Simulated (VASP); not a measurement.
## SnO: single point with PBE+D3(BJ)

Crystal: SnO.

```
CELL_PARAMETERS angstrom
3.25009 0.00000 0.00000
0.00000 5.49667 0.00000
0.00000 0.00000 4.49894
ATOMIC_POSITIONS crystal
Sn 0.00000 0.23191 0.51314
Sn 0.50000 0.76809 0.01314
O 0.00000 0.89125 0.73686
O 0.50000 0.10875 0.23686
```

This cell differs from its parent crystal: ratio of the length along z to the lengths across it x 1.1, volume and fractional coordinates fixed.

```
Program                : VASP 6.6.1
Task                   : single point
Functional             : PBE
Dispersion             : D3(BJ)
Potentials or basis    : VASP PAW PBE potentials, release 64 (Sn_d, O)
Cutoff                 : 520 eV
k mesh                 : 10 × 6 × 8
Occupations            : gaussian, width 0.05 eV
Spin                   : no spin polarisation
Dipole correction      : no
Further INCAR settings : ALGO = Normal; EDIFF = 1e-06; NBANDS = 28
```

```json
{
  "Pressure": "0.0 GPa",
  "Largest force": "0.228 eV/Å",
  "Band gap on the k mesh": "1.29 eV (least direct gap 1.66 eV)",
  "Dispersion energy per atom": "-0.205 eV"
}
```

Forces on the atoms (eV/Å):
```
Sn   0.000  0.178 -0.143
Sn   0.000 -0.178 -0.143
O    0.000  0.008  0.143
O    0.000 -0.008  0.143
```

Stress tensor (GPa, compression positive):
```
 0.98  0.00  0.00
 0.00  0.58  0.00
 0.00  0.00 -1.54
```

Levels at points of the mesh, in eV from the valence-band top:
```tsv
k point	band 18	band 19	band 20	band 21	band 22	band 23
(0.00, 0.00, 0.00)	-2.45	-2.07	-0.09	2.50	3.40	5.94
(0.50, 0.00, 0.00)	-2.54	-1.02	-1.02	2.46	2.46	5.64
(0.00, 0.50, 0.00)	-2.46	-1.45	-1.22	3.38	3.76	4.44
(0.50, 0.50, 0.00)	-2.65	-0.59	-0.59	1.79	1.79	6.28
(0.00, 0.00, 0.50)	-2.93	-1.79	-1.79	3.22	3.22	5.26
(0.50, 0.00, 0.50)	-2.96	-0.94	-0.94	2.07	2.07	4.91
(0.00, 0.50, 0.50)	-2.84	-1.50	-1.50	2.12	2.12	6.50
(0.50, 0.50, 0.50)	-3.28	-0.27	-0.27	2.34	2.34	4.54
```

Run time: 3.2 min on 1 thread of Intel(R) Xeon(R) Platinum 8488C (Sapphire Rapids) (shared host), peak memory 0.34 GiB.

Caveat: spin-orbit coupling is left out, which moves the levels of the heavy elements. A k mesh can miss the band edges.
